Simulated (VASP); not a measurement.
# BiP (P-6m2) in VASP: a series of runs

Aim: see how the results for BiP move with the level of theory and the settings. Levels: r2SCAN, r2SCAN+D3(BJ). Tasks: single point.

Program: VASP 6.6.1. These are calculated values, not measurements. Logs are shortened: lines on timing, memory, paths and dates and some standing lists are left out, and cuts for length are marked.

## Step 1: The cell of the first run

It takes space group P-6m2 (No. 187, hexagonal). Conventional cell: a = 3.853 Å, b = 3.853 Å, c = 3.722 Å, α = 90.00°, β = 90.00°, γ = 120.00°. Within 3.9 Å of Bi (site symmetry -6m2) lie 6 P at 2.90 Å and 8 Bi at 3.72 to 3.85 Å. P (site symmetry -6m2) has 6 Bi at 2.90 Å and 8 P at 3.72 to 3.85 Å within 3.9 Å.

## Step 2: Single point, r2SCAN (23.93 Å³/atom)

The input, POSCAR:

```
BiP
1.0
    3.8534537929      0.0000000000      0.0000000000
   -1.9267268965      3.3371888769      0.0000000000
    0.0000000000      0.0000000000      3.7220667925
Bi P
1 1
Direct
    0.0000000000      0.0000000000      0.0000000000
    0.6666666667      0.3333333333      0.5000000000
```

The input, INCAR.step1:

```
PREC = Accurate ; ENCUT = 520
ISMEAR = 0 ; SIGMA = 0.05
LREAL = False ; LASPH = True
NELM = 100 ; NBANDS = 17
GGA = PE ; ALGO = Normal
EDIFF = 1E-4 ; LWAVE = True
LCHARG = False
```

The input, INCAR.step2:

```
PREC = Accurate ; ENCUT = 520
EDIFF = 1E-6 ; ISMEAR = 0
SIGMA = 0.05 ; LREAL = False
LASPH = True ; NELM = 100
ALGO = Normal ; ISIF = 2
LWAVE = False ; LCHARG = False
METAGGA = R2SCAN ; LMIXTAU = True
NBANDS = 17 ; ISTART = 1
```

The input, KPOINTS:

```
Automatic mesh
0
Gamma
  10 10 10
```

Potentials or basis: VASP PAW PBE potentials, release 64 (Bi_d, P).

The run is started by

```
> cat potpaw_PBE.64/Bi_d/POTCAR potpaw_PBE.64/P/POTCAR > POTCAR
> cp INCAR.step1 INCAR
> mpirun -np 1 vasp_std > vasp.out
> cp INCAR.step2 INCAR
> mpirun -np 1 vasp_std > vasp.out
```

OUTCAR:

```text
PREC = Accurate
   ENCUT = 520
   EDIFF = 1E-6
   ISMEAR = 0
   LREAL = False
   LASPH = True
   NELM = 100
   ISIF = 2
   METAGGA = R2SCAN
   ISTART = 1

 ion  position               nearest neighbor table
   1  0.000  0.000  0.000-   2 2.90   2 2.90   2 2.90   2 2.90   2 2.90   2 2.90
   2  0.667  0.333  0.500-   1 2.90   1 2.90   1 2.90   1 2.90   1 2.90   1 2.90

  LATTYP: Found a hexagonal cell.
 ALAT       =     3.8534537929
 C/A-ratio  =     0.9659040935

  Lattice vectors:

 A1 = (   3.8534537929,   0.0000000000,   0.0000000000)
 A2 = (  -1.9267268965,   3.3371888769,   0.0000000000)
 A3 = (   0.0000000000,   0.0000000000,   3.7220667925)

Analysis of symmetry for initial positions (statically):
=====================================================================
 Subroutine PRICEL returns:
 Original cell was already a primitive cell.

 Routine SETGRP: Setting up the symmetry group for a
 hexagonal supercell.

 Subroutine GETGRP returns: Found 12 space group operations
 (whereof 12 operations were pure point group operations)
 out of a pool of 24 trial point group operations.

The static configuration has the point symmetry D_3h.

Analysis of symmetry for dynamics (positions and initial velocities):
=====================================================================
 Subroutine PRICEL returns:
 Original cell was already a primitive cell.

 Routine SETGRP: Setting up the symmetry group for a
 hexagonal supercell.

 Subroutine GETGRP returns: Found 12 space group operations
 (whereof 12 operations were pure point group operations)
 out of a pool of 24 trial point group operations.

The dynamic configuration has the point symmetry D_3h.

 Subroutine INISYM returns: Found 12 space group operations
 (whereof 12 operations are pure point group operations),
 and found     1 'primitive' translations

----------------------------------------------------------------------------------------

                                     Primitive cell

  volume of cell :      47.8647

  direct lattice vectors                    reciprocal lattice vectors
     3.853453793  0.000000000  0.000000000     0.259507458  0.149826701  0.000000000
    -1.926726896  3.337188877  0.000000000     0.000000000  0.299653402  0.000000000
     0.000000000  0.000000000  3.722066793     0.000000000  0.000000000  0.268667935

  length of vectors
     3.853453793  3.853453793  3.722066793     0.299653402  0.299653402  0.268667935

  position of ions in fractional coordinates (direct lattice)
     0.000000000  0.000000000  0.000000000
     0.666666667  0.333333333  0.500000000

  ion indices of the primitive-cell ions
   primitive index   ion index
                 1           1
                 2           2

----------------------------------------------------------------------------------------

 KPOINTS: Automatic mesh

Automatic generation of k-mesh.
 Grid dimensions read from file:
 generate k-points for:   10   10   10

 Generating k-lattice:

  Cartesian coordinates                     Fractional coordinates (reciprocal lattice)
     0.025950746  0.014982670  0.000000000     0.100000000  0.000000000  0.000000000
     0.000000000  0.029965340  0.000000000     0.000000000  0.100000000  0.000000000
     0.000000000  0.000000000  0.026866794     0.000000000  0.000000000  0.100000000

  Length of vectors
     0.029965340  0.029965340  0.026866794

  Shift w.r.t. Gamma in fractional coordinates (k-lattice)
     0.000000000  0.000000000  0.000000000

 Subroutine IBZKPT returns following result:
 ===========================================

 Found     84 irreducible k-points:

 Following reciprocal coordinates:
            Coordinates               Weight
  0.000000  0.000000  0.000000      1.000000
  0.100000  0.000000  0.000000      6.000000
  0.200000  0.000000  0.000000      6.000000
  0.300000  0.000000  0.000000      6.000000
  0.400000  0.000000  0.000000      6.000000
  0.500000  0.000000  0.000000      3.000000
[... 16 lines left out ...]
  0.300000  0.100000  0.100000     24.000000
  0.400000  0.100000  0.100000     24.000000
 [... further k-points ...]
   k-points           NKPTS =     84   k-points in BZ     NKDIM =     84   number of bands    NBANDS=     17
   number of dos      NEDOS =    301   number of ions     NIONS =      2
   total plane-waves  NPLWV =  25200
   dimension x,y,z NGX =    30 NGY =   30 NGZ =   28
   dimension x,y,z NGXF=    60 NGYF=   60 NGZF=   56
   ions per type =               1   1
   NGX,Y,Z   is equivalent  to a cutoff of  12.94, 12.94, 12.51 a.u.
   NGXF,Y,Z  is equivalent  to a cutoff of  25.89, 25.89, 25.01 a.u.
 SYSTEM =  unknown system
   PREC   = accura    normal or accurate (medium, high low for compatibility)
   ISTART =      1    job   : 0-new  1-cont  2-samecut
   ICHARG =      0    charge: 1-file 2-atom 10-const
   ISPIN  =      1    spin polarized calculation?
   LNONCOLLINEAR =      F non collinear calculations
   LSORBIT =      F    spin-orbit coupling
   LASPH  =      T    aspherical Exc in radial PAW
   ENCUT  =  520.0 eV  38.22 Ry    6.18 a.u.   7.16  7.16  6.92*2*pi/ulx,y,z
   NELM   =    100;   NELMIN=  2; NELMDL=  0     # of ELM steps
   EDIFF  = 0.1E-05   stopping-criterion for ELM
   LREAL  =      F    real-space projection
   EDIFFG = 0.1E-04   stopping-criterion for IOM
   NSW    =      0    number of steps for IOM
   IBRION =     -1    ionic relax: 0-MD 1-quasi-New 2-CG
   NFREE  =      0    steps in history (QN), initial steepest desc. (CG)
   ISIF   =      2    stress and relaxation
   ISYM   =      2    0-nonsym 1-usesym 2-fastsym
   POTIM  = 0.5000    time-step for ionic-motion
   TEBEG  =    0.0;   TEEND  =   0.0 temperature during run
   PSTRESS=    0.0 pullay stress
   NELECT =      20.0000    total number of electrons
   NUPDOWN=      -1.0000    fix difference up-down
   EMIN   =  10.00;   EMAX   =-10.00  energy-range for DOS
   EFERMI =   0.00;   METHOD = LEGACY
   ISMEAR =     0;   SIGMA  =   0.05  broadening in eV -4-tet -1-fermi 0-gaus
   EFERMI_NEDOS =   21; number of points for ismear=-14 and -15
   IALGO  =     38    algorithm
   IMIX   =      4    mixing-type and parameters
     AMIX     =   0.40;   BMIX     =  1.00
     AMIX_MAG =   1.60;   BMIX_MAG =  1.00
  volume/ion in A,a.u.               =      23.93       161.50
  Fermi-wavevector in a.u.,A,eV,Ry     =   1.223901  2.312838 20.380641  1.497935
  Thomas-Fermi vector in A             =   2.358996
   LORBIT       =      0    0 simple, 1 ext, 2 COOP (PROOUT), +10 PAW based schemes
   METAGGA = R2SCAN    functional components
   LHFCALC =     F    Hartree Fock is set to
   AEXX    =    0.0000 exact exchange contribution
   IVDW    =     0    specifies the selected vdW correction
   LEPSILON=     F    determine dielectric tensor
   LRPA    =     F    only Hartree local field effects (RPA)
 non-spin polarized calculation
 Gauss-broadening in eV      SIGMA  =   0.05
  energy-cutoff  :      520.00
  volume of cell :       47.86
 maximum number of plane-waves:      1316
 NGX is ok and might be reduce to    30
   NGX = 15   NGY = 15   NGZ = 13

 number of electron      20.0000003 magnetization

 Free energy of the ion-electron system (eV)
  ---------------------------------------------------
  ext. energy  EPLUGINS =         0.00000000
  ---------------------------------------------------
  free energy    TOTEN  =       -66.80643537 eV

  energy without entropy =      -66.80513556  energy(sigma->0) =      -66.80578546

 E-fermi :   7.7075     XC(G=0): -10.9922

 val. band max:        7.5989428093   @ k =   0.4000   0.2000   0.0000
 cond. band min:       7.7261677689   @ k =   0.3000   0.2000   0.1000
 fundamental gap:      0.1272249596
 Fermi energy:         7.7074896857

 k-point     1 :       0.0000    0.0000    0.0000
  band No.  band energies     occupation
      1     -16.2197      2.00000
      2     -16.1934      2.00000
      3     -16.1934      2.00000
      4     -16.1305      2.00000
      5     -16.1305      2.00000
      6      -7.1505      2.00000
[... 9 lines left out ...]
     16      18.6523      0.00000
     17      18.6862      0.00000

 k-point     2 :       0.1000    0.0000    0.0000
  band No.  band energies     occupation
      1     -16.2170      2.00000
      2     -16.1940      2.00000
      3     -16.1875      2.00000
      4     -16.1335      2.00000
      5     -16.1312      2.00000
      6      -7.0234      2.00000
[... 9 lines left out ...]
     16      18.1374      0.00000
     17      18.5647      0.00000

 k-point     3 :       0.2000    0.0000    0.0000
  band No.  band energies     occupation
      1     -16.2131      2.00000
      2     -16.1927      2.00000
      3     -16.1721      2.00000
      4     -16.1412      2.00000
      5     -16.1330      2.00000
      6      -6.6479      2.00000
[... 9 lines left out ...]
     16      18.1551      0.00000
     17      18.2418      0.00000

 k-point     4 :       0.3000    0.0000    0.0000
  band No.  band energies     occupation
      1     -16.2148      2.00000
      2     -16.1846      2.00000
      3     -16.1529      2.00000
      4     -16.1508      2.00000
      5     -16.1353      2.00000
      6      -6.0481      2.00000
[... 9 lines left out ...]
     16      18.1730      0.00000
     17      18.2283      0.00000

 k-point     5 :       0.4000    0.0000    0.0000
  band No.  band energies     occupation
      1     -16.2184      2.00000
      2     -16.1760      2.00000
      3     -16.1585      2.00000
      4     -16.1373      2.00000
      5     -16.1371      2.00000
      6      -5.3121      2.00000
[... 9 lines left out ...]
     16      18.0960      0.00000
     17      18.5933      0.00000

 k-point     6 :       0.5000    0.0000    0.0000
  band No.  band energies     occupation
      1     -16.2200      2.00000
      2     -16.1725      2.00000
      3     -16.1615      2.00000
      4     -16.1378      2.00000
      5     -16.1313      2.00000
      6      -4.8527      2.00000
[... 9 lines left out ...]
     16      18.4268      0.00000
     17      19.4174      0.00000

 k-point     7 :       0.1000    0.1000    0.0000
  band No.  band energies     occupation
      1     -16.2126      2.00000
      2     -16.1951      2.00000
      3     -16.1766      2.00000
      4     -16.1386      2.00000
      5     -16.1326      2.00000
      6      -6.7719      2.00000
[... 9 lines left out ...]
     16      17.8521      0.00000
     17      18.2265      0.00000

 k-point     8 :       0.2000    0.1000    0.0000
  band No.  band energies     occupation
      1     -16.2089      2.00000
      2     -16.1922      2.00000
      3     -16.1600      2.00000
      4     -16.1468      2.00000
      5     -16.1352      2.00000
      6      -6.2818      2.00000
[... 9 lines left out ...]
     16      17.6822      0.00000
     17      18.1174      0.00000
[... 203 lines left out ...]
      1     -16.2154      2.00000
      2     -16.1704      2.00000
      3     -16.1626      2.00000
      4     -16.1404      2.00000
      5     -16.1369      2.00000
      6      -5.2080      2.00000
[... 9 lines left out ...]
     16      18.0382      0.00000
     17      18.4851      0.00000

 k-point    20 :       0.5000    0.0000    0.1000
  band No.  band energies     occupation
      1     -16.2172      2.00000
      2     -16.1677      2.00000
      3     -16.1647      2.00000
      4     -16.1410      2.00000
      5     -16.1310      2.00000
      6      -4.7530      2.00000
[... 9 lines left out ...]
     16      18.5481      0.00000
     17      19.6667      0.00000

 k-point    21 :       0.1000    0.1000    0.1000
  band No.  band energies     occupation
      1     -16.2050      2.00000
      2     -16.1946      2.00000
      3     -16.1759      2.00000
      4     -16.1419      2.00000
      5     -16.1355      2.00000
      6      -6.6609      2.00000
[... 9 lines left out ...]
     16      16.9481      0.00000
     17      18.1125      0.00000

 k-point    22 :       0.2000    0.1000    0.1000
  band No.  band energies     occupation
      1     -16.2037      2.00000
      2     -16.1893      2.00000
      3     -16.1593      2.00000
      4     -16.1505      2.00000
      5     -16.1382      2.00000
      6      -6.1723      2.00000
[... 9 lines left out ...]
     16      17.4891      0.00000
     17      18.9437      0.00000

 k-point    23 :       0.3000    0.1000    0.1000
  band No.  band energies     occupation
      1     -16.2078      2.00000
      2     -16.1771      2.00000
      3     -16.1590      2.00000
      4     -16.1445      2.00000
      5     -16.1407      2.00000
      6      -5.4908      2.00000
[... 9 lines left out ...]
     16      18.0504      0.00000
     17      18.9078      0.00000

 k-point    24 :       0.4000    0.1000    0.1000
  band No.  band energies     occupation
      1     -16.2108      2.00000
      2     -16.1688      2.00000
      3     -16.1638      2.00000
      4     -16.1426      2.00000
      5     -16.1356      2.00000
      6      -4.8001      2.00000
[... 9 lines left out ...]
     16      18.2740      0.00000
     17      19.0263      0.00000

 [... further k-points ...]
[... 5 lines left out ...]
  --------------------------------------------------------------------------------------
  -------------------------------------------------------------------------------------
  Total        0.9179405      0.9179405      0.9134348     -0.0000000      0.0000000     -0.0000000
  in kB       30.7262814     30.7262814     30.5754625     -0.0000000      0.0000000     -0.0000000
  external PRESSURE =      30.6760084 kB  Pullay stress =       0.0000000 kB

 VOLUME and BASIS-vectors are now :
 -----------------------------------------------------------------------------
  energy-cutoff  :      520.00
  volume of cell :       47.86
      direct lattice vectors                 reciprocal lattice vectors
     3.853453793  0.000000000  0.000000000     0.259507458  0.149826701  0.000000000
    -1.926726896  3.337188877  0.000000000     0.000000000  0.299653402  0.000000000
     0.000000000  0.000000000  3.722066793     0.000000000  0.000000000  0.268667935

 POSITION                                       TOTAL-FORCE (eV/Angst)
 -----------------------------------------------------------------------------------
      0.00000      0.00000      0.00000        -0.000000      0.000000      0.000000
      1.92673      1.11240      1.86103         0.000000      0.000000      0.000000
 -----------------------------------------------------------------------------------
    total drift:                               -0.000000      0.000000      0.000000

  FREE ENERGIE OF THE ION-ELECTRON SYSTEM (eV)
  ---------------------------------------------------
  free  energy   TOTEN  =       -66.8064353653 eV

  energy  without entropy=      -66.8051355565  energy(sigma->0) =      -66.80578546
```

Wall time 3.4 min (1 thread of Intel Xeon Platinum 8488C (Sapphire Rapids), shared host); peak memory 0.21 GiB.

Results:

```
Free energy            : -66.8064 eV
Pressure               : 3.1 GPa
Band gap on the k mesh : zero (bands 10 and 11 overlap by 3.23 eV)
```

Caveat: the cell stands under pressure; the PAW data sets were made with another functional, which shifts forces and pressure a little; spin-orbit coupling is left out, which moves the levels of the heavy elements.

## Step 3: Single point, r2SCAN (24.43 Å³/atom)

This run uses another cell than the first one, of 24.43 Å³/atom.

The input, POSCAR:

```
BiP
1.0
    3.8861627331      0.0000000000      0.0000000000
   -1.9430813665      3.3655156501      0.0000000000
    0.0000000000      0.0000000000      3.7359181338
Bi P
1 1
Direct
    0.0000000000      0.0000000000      0.0000000000
    0.6666666667      0.3333333333      0.5000000000
```

The input, INCAR.step1:

```
SYSTEM = BiP
  PREC = Accurate
  ENCUT = 520
  ISMEAR = 0
  SIGMA = 0.05
  LREAL = .False.
  LASPH = .True.
  NELM = 80
  NBANDS = 17
  GGA = PE
  ALGO = Normal
  EDIFF = 1E-4
  LWAVE = .True.
  LCHARG = .False.
```

The input, INCAR.step2:

```
SYSTEM = BiP
  PREC = Accurate
  ENCUT = 520
  EDIFF = 1E-6
  ISMEAR = 0
  SIGMA = 0.05
  LREAL = .False.
  LASPH = .True.
  NELM = 80
  ALGO = Normal
  ISIF = 2
  LWAVE = .False.
  LCHARG = .False.
  METAGGA = R2SCAN
  LMIXTAU = .True.
  NBANDS = 17
  ISTART = 1
```

The input, KPOINTS:

```
regular mesh
0
Gamma
  10 10 10
  0 0 0
```

Potentials or basis: VASP PAW PBE potentials, release 64 (Bi_d, P).

The run is started by

```
> cat potpaw_PBE.64/Bi_d/POTCAR potpaw_PBE.64/P/POTCAR > POTCAR
> cp INCAR.step1 INCAR
> mpirun -np 1 vasp_std > vasp.out
> cp INCAR.step2 INCAR
> mpirun -np 1 vasp_std > vasp.out
```

OUTCAR:

```text
SYSTEM = BiP
   PREC = Accurate
   ENCUT = 520
   EDIFF = 1E-6
   ISMEAR = 0
   LREAL = .False.
   LASPH = .True.
   NELM = 80
   ISIF = 2
   METAGGA = R2SCAN
   ISTART = 1

 ion  position               nearest neighbor table
   1  0.000  0.000  0.000-   2 2.92   2 2.92   2 2.92   2 2.92   2 2.92   2 2.92
   2  0.667  0.333  0.500-   1 2.92   1 2.92   1 2.92   1 2.92   1 2.92   1 2.92

  LATTYP: Found a hexagonal cell.
 ALAT       =     3.8861627331
 C/A-ratio  =     0.9613385724

  Lattice vectors:

 A1 = (   3.8861627331,   0.0000000000,   0.0000000000)
[... 651 lines left out ...]
      5     -16.3898      2.00000
      6      -4.9702      2.00000
[... 9 lines left out ...]
     16      17.9258      0.00000
     17      18.7075      0.00000

 [... further k-points ...]
[... 5 lines left out ...]
  --------------------------------------------------------------------------------------
  -------------------------------------------------------------------------------------
  Total        0.4379252      0.4379252      0.4381959      0.0000000     -0.0000000     -0.0000000
  in kB       14.3595403     14.3595403     14.3684193      0.0000000     -0.0000000     -0.0000000
  external PRESSURE =      14.3625000 kB  Pullay stress =       0.0000000 kB

 VOLUME and BASIS-vectors are now :
 -----------------------------------------------------------------------------
  energy-cutoff  :      520.00
  volume of cell :       48.86
      direct lattice vectors                 reciprocal lattice vectors
     3.886162733  0.000000000  0.000000000     0.257323244  0.148565644  0.000000000
    -1.943081366  3.365515650  0.000000000     0.000000000  0.297131288  0.000000000
     0.000000000  0.000000000  3.735918134     0.000000000  0.000000000  0.267671818

 POSITION                                       TOTAL-FORCE (eV/Angst)
 -----------------------------------------------------------------------------------
      0.00000      0.00000      0.00000        -0.000000      0.000000      0.000000
      1.94308      1.12184      1.86796         0.000000      0.000000      0.000000
 -----------------------------------------------------------------------------------
    total drift:                               -0.000000      0.000000      0.000000

  FREE ENERGIE OF THE ION-ELECTRON SYSTEM (eV)
  ---------------------------------------------------
  free  energy   TOTEN  =       -66.8208127630 eV

  energy  without entropy=      -66.8195594623  energy(sigma->0) =      -66.82018611
```

Run time: 3.4 min. Hardware: 1 thread of Intel Xeon Platinum 8488C (Sapphire Rapids), shared host; peak memory 0.21 GiB.

What came out:

| Property | Result |
| --- | --- |
| Free energy | -66.8208 eV |
| Pressure | 1.4 GPa |
| Band gap on the k mesh | zero (bands 10 and 11 overlap by 3.03 eV) |

Levels at points of the mesh, in eV from the Fermi level:
| k point | band 7 | band 8 | band 9 | band 10 | band 11 | band 12 | band 13 | band 14 |
| --- | --- | --- | --- | --- | --- | --- | --- | --- |
| (0.00, 0.00, 0.00) | -6.14 | -2.96 | -1.48 | -1.48 | 2.60 | 2.60 | 4.20 | 6.92 |
| (0.50, 0.00, 0.00) | -10.28 | -3.24 | -2.22 | -0.91 | 2.03 | 2.12 | 4.47 | 5.56 |
| (0.00, 0.00, 0.50) | -11.39 | -0.10 | -0.10 | 0.76 | 1.50 | 2.18 | 2.18 | 7.62 |
| (0.50, 0.00, 0.50) | -9.85 | -5.54 | -5.33 | -0.82 | 0.27 | 2.54 | 2.58 | 10.29 |

Caveat: the PAW data sets were made with another functional, which shifts forces and pressure a little; spin-orbit coupling is left out, which moves the levels of the heavy elements.

(Continued in part 2 of 2.)
